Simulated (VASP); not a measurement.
# MgH2 (P4_2/mnm) in VASP: single point with r2SCAN+rVV10

Aim: the single point of MgH2 with r2SCAN+rVV10.

Everything below comes from runs of VASP 6.6.1. Logs are shortened: lines on timing, memory, paths and dates and some standing lists are left out, and cuts for length are marked.

## Step 1: The cell of the first run

The structure is tetragonal, space group P4_2/mnm (No. 136). Conventional cell: a = 4.472 Å, b = 4.472 Å, c = 2.994 Å, α = 90.00°, β = 90.00°, γ = 90.00°. Within 2.6 Å of Mg (site symmetry mmm) lie 6 H at 1.93 to 1.94 Å. Within 2.6 Å of H (site symmetry m2m) lie 3 Mg at 1.93 to 1.94 Å and 1 H at 2.47 Å.

## Step 2: Single point, r2SCAN+rVV10

The input, POSCAR:

```
MgH2
1.0
    4.4719266353      0.0000000000      0.0000000000
    0.0000000000      4.4719266353      0.0000000000
    0.0000000000      0.0000000000      2.9938528739
Mg H
2 4
Direct
    0.5000000000      0.5000000000      0.5000000000
    0.0000000000      0.0000000000      0.0000000000
    0.6956008354      0.6956008354      0.0000000000
    0.8043991646      0.1956008354      0.5000000000
    0.3043991646      0.3043991646      0.0000000000
    0.1956008354      0.8043991646      0.5000000000
```

The input, INCAR.step1:

```
PREC     = Accurate       # precision mode
ENCUT    = 520            # plane-wave cutoff, eV
ISMEAR   = -1             # smearing method
SIGMA    = 0.03           # smearing width, eV
LREAL    = False          # projectors in reciprocal space
LASPH    = True           # aspherical terms in the spheres
NELM     = 100            # most SCF steps
NBANDS   = 13             # bands
GGA      = PE             # functional
ALGO     = Normal         # electronic algorithm
EDIFF    = 1E-4           # SCF threshold, eV
LWAVE    = True           # write WAVECAR
LCHARG   = False          # write CHGCAR
```

The input, INCAR.step2:

```
PREC     = Accurate       # precision mode
ENCUT    = 520            # plane-wave cutoff, eV
EDIFF    = 1E-6           # SCF threshold, eV
ISMEAR   = -1             # smearing method
SIGMA    = 0.03           # smearing width, eV
LREAL    = False          # projectors in reciprocal space
LASPH    = True           # aspherical terms in the spheres
NELM     = 100            # most SCF steps
ALGO     = Normal         # electronic algorithm
ISIF     = 2              # what is computed and relaxed
LWAVE    = False          # write WAVECAR
LCHARG   = True           # write CHGCAR
METAGGA  = R2SCAN         # meta-GGA
LMIXTAU  = True         
LUSE_VDW = True         
IVDW_NL  = 2            
BPARAM   = 11.95        
CPARAM   = 0.0093       
LELF     = True           # ELF
LVHAR    = True         
NBANDS   = 13             # bands
ISTART   = 1
```

The input, KPOINTS:

```
regular mesh
0
Gamma
  6 6 10
```

Potentials or basis: VASP PAW PBE potentials, release 64 (Mg, H).

Run with:

```
cat potpaw_PBE.64/Mg/POTCAR potpaw_PBE.64/H/POTCAR > POTCAR
cp INCAR.step1 INCAR
mpirun -np 1 vasp_std > vasp.out
cp INCAR.step2 INCAR
mpirun -np 1 vasp_std > vasp.out
```

OUTCAR:

```text
PREC = Accurate
   ENCUT = 520
   EDIFF = 1E-6
   ISMEAR = -1
   LREAL = False
   LASPH = True
   NELM = 100
   ISIF = 2
   METAGGA = R2SCAN
   IVDW_NL = 2
   BPARAM = 11.95
   ISTART = 1

 ion  position               nearest neighbor table
   1  0.500  0.500  0.500-   4 1.93   6 1.93   5 1.94   3 1.94   3 1.94   5 1.94   2 3.50   2 3.50
                             2 3.50   2 3.50   2 3.50   2 3.50   2 3.50   2 3.50
   2  0.000  0.000  0.000-   3 1.93   5 1.93   4 1.94   6 1.94   4 1.94   6 1.94   1 3.50   1 3.50
                             1 3.50   1 3.50   1 3.50   1 3.50   1 3.50   1 3.50
   3  0.696  0.696  0.000-   2 1.93   1 1.94   1 1.94
   4  0.804  0.196  0.500-   1 1.93   2 1.94   2 1.94
   5  0.304  0.304  0.000-   2 1.93   1 1.94   1 1.94
   6  0.196  0.804  0.500-   1 1.93   2 1.94   2 1.94

  LATTYP: Found a simple tetragonal cell.
 ALAT       =     4.4719266353
 C/A-ratio  =     0.6694771892

  Lattice vectors:

 A1 = (   4.4719266353,   0.0000000000,   0.0000000000)
 A2 = (   0.0000000000,   4.4719266353,   0.0000000000)
 A3 = (   0.0000000000,   0.0000000000,   2.9938528739)

Analysis of symmetry for initial positions (statically):
=====================================================================
 Subroutine PRICEL returns:
 Original cell was already a primitive cell.

 Routine SETGRP: Setting up the symmetry group for a
 simple tetragonal supercell.

 Subroutine GETGRP returns: Found 16 space group operations
 (whereof  8 operations were pure point group operations)
 out of a pool of 16 trial point group operations.

The static configuration has the point symmetry D_2h.
 The point group associated with its full space group is D_4h.

Analysis of symmetry for dynamics (positions and initial velocities):
=====================================================================
 Subroutine PRICEL returns:
 Original cell was already a primitive cell.

 Routine SETGRP: Setting up the symmetry group for a
 simple tetragonal supercell.

 Subroutine GETGRP returns: Found 16 space group operations
 (whereof  8 operations were pure point group operations)
 out of a pool of 16 trial point group operations.

The dynamic configuration has the point symmetry D_2h.
 The point group associated with its full space group is D_4h.

 Subroutine INISYM returns: Found 16 space group operations
 (whereof  8 operations are pure point group operations),
 and found     1 'primitive' translations

----------------------------------------------------------------------------------------

                                     Primitive cell

  volume of cell :      59.8715

  direct lattice vectors                    reciprocal lattice vectors
     4.471926635  0.000000000  0.000000000     0.223617264  0.000000000  0.000000000
     0.000000000  4.471926635  0.000000000     0.000000000  0.223617264  0.000000000
     0.000000000  0.000000000  2.993852874     0.000000000  0.000000000  0.334017750

  length of vectors
     4.471926635  4.471926635  2.993852874     0.223617264  0.223617264  0.334017750

  position of ions in fractional coordinates (direct lattice)
     0.500000000  0.500000000  0.500000000
     0.000000000  0.000000000  0.000000000
     0.695600835  0.695600835  0.000000000
     0.804399165  0.195600835  0.500000000
     0.304399165  0.304399165  0.000000000
     0.195600835  0.804399165  0.500000000

  ion indices of the primitive-cell ions
   primitive index   ion index
                 1           1
                 2           2
                 3           3
                 4           4
                 5           5
                 6           6

----------------------------------------------------------------------------------------

 KPOINTS: regular mesh

Automatic generation of k-mesh.
 Grid dimensions read from file:
 generate k-points for:    6    6   10

 Generating k-lattice:

  Cartesian coordinates                     Fractional coordinates (reciprocal lattice)
     0.037269544  0.000000000  0.000000000     0.166666667  0.000000000  0.000000000
     0.000000000  0.037269544  0.000000000     0.000000000  0.166666667  0.000000000
     0.000000000  0.000000000  0.033401775     0.000000000  0.000000000  0.100000000

  Length of vectors
     0.037269544  0.037269544  0.033401775

  Shift w.r.t. Gamma in fractional coordinates (k-lattice)
     0.000000000  0.000000000  0.000000000

 Subroutine IBZKPT returns following result:
 ===========================================

 Found     60 irreducible k-points:

 Following reciprocal coordinates:
            Coordinates               Weight
  0.000000  0.000000  0.000000      1.000000
  0.166667  0.000000  0.000000      4.000000
  0.333333  0.000000  0.000000      4.000000
  0.500000  0.000000  0.000000      2.000000
  0.166667  0.166667  0.000000      4.000000
  0.333333  0.166667  0.000000      8.000000
[... 16 lines left out ...]
  0.333333  0.000000  0.200000      8.000000
  0.500000  0.000000  0.200000      4.000000
 [... further k-points ...]
   k-points           NKPTS =     60   k-points in BZ     NKDIM =     60   number of bands    NBANDS=     13
   number of dos      NEDOS =    301   number of ions     NIONS =      6
   total plane-waves  NPLWV =  31104
   dimension x,y,z NGX =    36 NGY =   36 NGZ =   24
   dimension x,y,z NGXF=    72 NGYF=   72 NGZF=   48
   ions per type =               2   4
   NGX,Y,Z   is equivalent  to a cutoff of  13.38, 13.38, 13.33 a.u.
   NGXF,Y,Z  is equivalent  to a cutoff of  26.77, 26.77, 26.65 a.u.
 SYSTEM =  unknown system
   PREC   = accura    normal or accurate (medium, high low for compatibility)
   ISTART =      1    job   : 0-new  1-cont  2-samecut
   ICHARG =      0    charge: 1-file 2-atom 10-const
   ISPIN  =      1    spin polarized calculation?
   LNONCOLLINEAR =      F non collinear calculations
   LSORBIT =      F    spin-orbit coupling
   LASPH  =      T    aspherical Exc in radial PAW
   ENCUT  =  520.0 eV  38.22 Ry    6.18 a.u.   8.31  8.31  5.57*2*pi/ulx,y,z
   NELM   =    100;   NELMIN=  2; NELMDL=  0     # of ELM steps
   EDIFF  = 0.1E-05   stopping-criterion for ELM
   LREAL  =      F    real-space projection
   EDIFFG = 0.1E-04   stopping-criterion for IOM
   NSW    =      0    number of steps for IOM
   IBRION =     -1    ionic relax: 0-MD 1-quasi-New 2-CG
   NFREE  =      0    steps in history (QN), initial steepest desc. (CG)
   ISIF   =      2    stress and relaxation
   ISYM   =      2    0-nonsym 1-usesym 2-fastsym
   POTIM  = 0.5000    time-step for ionic-motion
   TEBEG  =    0.0;   TEEND  =   0.0 temperature during run
   PSTRESS=    0.0 pullay stress
   NELECT =       8.0000    total number of electrons
   NUPDOWN=      -1.0000    fix difference up-down
   EMIN   =  10.00;   EMAX   =-10.00  energy-range for DOS
   EFERMI =   0.00;   METHOD = LEGACY
   ISMEAR =    -1;   SIGMA  =   0.03  broadening in eV -4-tet -1-fermi 0-gaus
   EFERMI_NEDOS =   21; number of points for ismear=-14 and -15
   IALGO  =     38    algorithm
   IMIX   =      4    mixing-type and parameters
     AMIX     =   0.40;   BMIX     =  1.00
     AMIX_MAG =   1.60;   BMIX_MAG =  1.00
  volume/ion in A,a.u.               =       9.98        67.34
  Fermi-wavevector in a.u.,A,eV,Ry     =   0.836948  1.581601  9.530625  0.700481
  Thomas-Fermi vector in A             =   1.950756
   LORBIT       =      0    0 simple, 1 ext, 2 COOP (PROOUT), +10 PAW based schemes
   METAGGA = R2SCAN    functional components
   LHFCALC =     F    Hartree Fock is set to
   AEXX    =    0.0000 exact exchange contribution
   IVDW_NL    =     2    kernel type
   BPARAM     =11.9500
   IVDW    =     0    specifies the selected vdW correction
   LEPSILON=     F    determine dielectric tensor
   LRPA    =     F    only Hartree local field effects (RPA)
 non-spin polarized calculation
  energy-cutoff  :      520.00
  volume of cell :       59.87
 maximum number of plane-waves:      1634
 NGX is ok and might be reduce to    36
   NGX = 17   NGY = 17   NGZ = 11

 number of electron       8.0000002 magnetization

 Free energy of the ion-electron system (eV)
  ---------------------------------------------------
  ext. energy  EPLUGINS =         0.00000000
  ---------------------------------------------------
  free energy    TOTEN  =       -23.37800482 eV

  energy without entropy =      -23.37800482  energy(sigma->0) =      -23.37800482

 E-fermi :  -0.1344     XC(G=0):  -8.7996

 val. band max:       -0.7939695497   @ k =   0.1667   0.1667   0.0000
 cond. band min:       3.6271736723   @ k =   0.3333   0.3333   0.5000
 fundamental gap:      4.4211432220
 Fermi energy:        -0.1343990322

 k-point     1 :       0.0000    0.0000    0.0000
  band No.  band energies     occupation
      1      -7.4526      2.00000
      2      -2.2849      2.00000
      3      -2.2849      2.00000
      4      -1.1829      2.00000
      5       4.3813      0.00000
      6       4.9321      0.00000
      7       9.1999      0.00000
      8       9.1999      0.00000
      9      11.0481      0.00000
     10      11.2970      0.00000
     11      12.5918      0.00000
     12      15.6016      0.00000
     13      15.6016      0.00000

 k-point     2 :       0.1667    0.0000    0.0000
  band No.  band energies     occupation
      1      -7.2592      2.00000
      2      -3.1734      2.00000
      3      -2.1583      2.00000
      4      -0.8682      2.00000
      5       4.5609      0.00000
      6       5.3998      0.00000
      7       7.8969      0.00000
      8       9.7202      0.00000
      9      11.4784      0.00000
     10      12.5375      0.00000
     11      13.1247      0.00000
     12      14.8126      0.00000
     13      15.5675      0.00000

 k-point     3 :       0.3333    0.0000    0.0000
  band No.  band energies     occupation
      1      -6.6862      2.00000
      2      -4.5363      2.00000
      3      -1.8039      2.00000
      4      -0.9009      2.00000
      5       4.5919      0.00000
      6       6.3250      0.00000
      7       7.4118      0.00000
      8      10.8041      0.00000
      9      12.0204      0.00000
     10      12.7846      0.00000
     11      13.4378      0.00000
     12      14.1301      0.00000
     13      14.6786      0.00000
[... 305 lines left out ...]
 k-point    23 :       0.3333    0.0000    0.2000
  band No.  band energies     occupation
      1      -6.0875      2.00000
      2      -4.0218      2.00000
      3      -1.5082      2.00000
      4      -0.9221      2.00000
      5       5.2274      0.00000
      6       6.5449      0.00000
      7       7.1528      0.00000
      8       7.7309      0.00000
      9       9.1014      0.00000
     10      11.4752      0.00000
     11      11.6021      0.00000
     12      13.8777      0.00000
     13      14.0669      0.00000

 k-point    24 :       0.5000    0.0000    0.2000
  band No.  band energies     occupation
      1      -5.1900      2.00000
      2      -5.1900      2.00000
      3      -1.1587      2.00000
      4      -1.1587      2.00000
      5       5.6067      0.00000
      6       5.6067      0.00000
      7       7.8920      0.00000
      8       7.8920      0.00000
      9       9.8004      0.00000
     10       9.8004      0.00000
     11      13.3332      0.00000
     12      13.3332      0.00000
     13      15.7315      0.00000

 [... further k-points ...]
[... 5 lines left out ...]
  --------------------------------------------------------------------------------------
  -------------------------------------------------------------------------------------
  Total       -0.1310985     -0.1310985     -0.1635654      0.0000000      0.0000000      0.0000000
  in kB       -3.5082347     -3.5082347     -4.3770564      0.0000000      0.0000000      0.0000000
  external PRESSURE =      -3.7978420 kB  Pullay stress =       0.0000000 kB

 VOLUME and BASIS-vectors are now :
 -----------------------------------------------------------------------------
  energy-cutoff  :      520.00
  volume of cell :       59.87
      direct lattice vectors                 reciprocal lattice vectors
     4.471926635  0.000000000  0.000000000     0.223617264  0.000000000  0.000000000
     0.000000000  4.471926635  0.000000000     0.000000000  0.223617264  0.000000000
     0.000000000  0.000000000  2.993852874     0.000000000  0.000000000  0.334017750

 POSITION                                       TOTAL-FORCE (eV/Angst)
 -----------------------------------------------------------------------------------
      2.23596      2.23596      1.49693        -0.000000      0.000000      0.000000
      0.00000      0.00000      0.00000        -0.000000      0.000000      0.000000
      3.11068      3.11068      0.00000        -0.006502     -0.006502     -0.000000
      3.59721      0.87471      1.49693         0.006502     -0.006502     -0.000000
      1.36125      1.36125      0.00000         0.006502      0.006502      0.000000
      0.87471      3.59721      1.49693        -0.006502      0.006502      0.000000
 -----------------------------------------------------------------------------------
    total drift:                                0.000000     -0.000000     -0.000000

  FREE ENERGIE OF THE ION-ELECTRON SYSTEM (eV)
  ---------------------------------------------------
  free  energy   TOTEN  =       -23.3780048187 eV

  energy  without entropy=      -23.3780048187  energy(sigma->0) =      -23.37800482
```

It took 3.2 min on 1 thread of AMD EPYC 7R13 (Zen 3), shared host; peak memory 0.3 GiB.

What came out:

* Free energy: -23.3780 eV
* Pressure: -0.4 GPa
* Largest force: 0.009 eV/Å
* Band gap on the k mesh: 4.42 eV, indirect (least direct gap 5.23 eV)

Forces in eV/Å, atoms in the order of the input:
```
Mg   0.000  0.000  0.000
Mg   0.000  0.000  0.000
H   -0.007 -0.007  0.000
H    0.007 -0.007  0.000
H    0.007  0.007  0.000
H   -0.007  0.007  0.000
```

Caveat: the PAW data sets were made with another functional, which shifts forces and pressure a little. A k mesh can miss the band edges.
